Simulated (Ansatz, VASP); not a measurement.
## One calculation of PtS2, two programs

Contents of INCAR:

```
SYSTEM = PtS2
ALGO = Fast ; EDIFF = 1E-6
ENCUT = 900 ; GGA = PE
ISIF = 2 ; ISMEAR = -1
LASPH = .True. ; LCHARG = .False.
LMAXMIX = 4 ; LREAL = .False.
LWAVE = .False. ; NELM = 100
PREC = Accurate ; SIGMA = 0.05
```

KPOINTS

```
k-points
0
Gamma
  9 9 5
  0 0 0
```

Contents of POSCAR:

```
PtS2
1.0
    3.5432000000      0.0000000000      0.0000000000
   -1.7716000000      3.0685012107      0.0000000000
    0.0000000000      0.0000000000      5.0388000000
Pt S
1 2
Direct
    0.0000000000      0.0000000000      0.0000000000
    0.6666666667      0.3333333333      0.7730000000
    0.3333333333      0.6666666667      0.2270000000
```

KPOINTS_OPT

```
path GMKGALHA,LM,KH
15
line-mode
reciprocal
 0.0000000000  0.0000000000  0.0000000000  G
 0.5000000000  0.0000000000  0.0000000000  M

 0.5000000000  0.0000000000  0.0000000000  M
 0.3333333333  0.3333333333  0.0000000000  K

 0.3333333333  0.3333333333  0.0000000000  K
 0.0000000000  0.0000000000  0.0000000000  G

 0.0000000000  0.0000000000  0.0000000000  G
 0.0000000000  0.0000000000  0.5000000000  A

 0.0000000000  0.0000000000  0.5000000000  A
 0.5000000000  0.0000000000  0.5000000000  L

 0.5000000000  0.0000000000  0.5000000000  L
 0.3333333333  0.3333333333  0.5000000000  H

 0.3333333333  0.3333333333  0.5000000000  H
 0.0000000000  0.0000000000  0.5000000000  A

 0.5000000000  0.0000000000  0.5000000000  L
 0.5000000000  0.0000000000  0.0000000000  M

 0.3333333333  0.3333333333  0.0000000000  K
 0.3333333333  0.3333333333  0.5000000000  H
```

File input.yaml:

```yaml
crystal:
  lattice:
    - [3.5432, 0.0, 0.0]
    - [-1.7716, 3.0685012107, 0.0]
    - [0.0, 0.0, 5.0388]
  atoms:
    - { symbol: Pt, position: [0.0, 0.0, 0.0] }
    - { symbol: S, position: [0.6666666667, 0.3333333333, 0.773] }
    - { symbol: S, position: [0.3333333333, 0.6666666667, 0.227] }
hamiltonian:
  xc: pbe
  pseudopotentials: { kind: paw }
kpoints:
  mp_grid: { grid: [9, 9, 5] }
  band_path:
    path:
      - [[0.0, 0.0, 0.0], [0.5, 0.0, 0.0], [0.3333333333, 0.3333333333, 0.0], [0.0, 0.0, 0.0], [0.0, 0.0, 0.5], [0.5, 0.0, 0.5], [0.3333333333, 0.3333333333, 0.5], [0.0, 0.0, 0.5]]
      - [[0.5, 0.0, 0.5], [0.5, 0.0, 0.0]]
      - [[0.3333333333, 0.3333333333, 0.0], [0.3333333333, 0.3333333333, 0.5]]
    npoints: 14
scf:
  occupations: { method: fermi_dirac, width: 0.05 }
  n_extra_bands: 7
output:
  forces: true
  stress: true
  eigenvalues: true
  fatbands: false
  write_density: true
  write_potential: true
  elf: true
  volumetric_format: npy
```

Alike in both runs: task band structure; functional PBE; k mesh 9 × 9 × 5; occupations fermi-dirac, width 0.05 eV; no spin polarisation.

```csv
,VASP,Ansatz
version,VASP 6.6.1,Ansatz 0.2.0
potentials or method,"VASP PAW PBE potentials, release 64 (Pt, S_h)",Ansatz PAW
plane-wave cutoff (eV),900,420
valence electrons in the cell,22,30
```

|  | VASP | Ansatz | Ansatz less VASP |
| --- | --- | --- | --- |
| gap on the k mesh at the Fermi level (eV) | 1.02 | 1.02 | -0.006 |
| least direct gap on the mesh (eV) | 1.07 | 1.07 | -0.002 |
| pressure (GPa) | 11.4 | 11.6 | +0.22 |
| traceless stress, the component that is largest in VASP (GPa) | -1.06 | -1.17 | -0.110 |
| rms of the force components (eV/Å) | 0.583 | 0.592 | +0.0090 |

Atom by atom the forces differ by 0.009 eV/Å (rms over components). VASP's potentials hold 22 valence electrons a cell and Ansatz's 30, so a difference there can come from the potentials and not from the codes.

Neither program's run includes spin-orbit coupling.
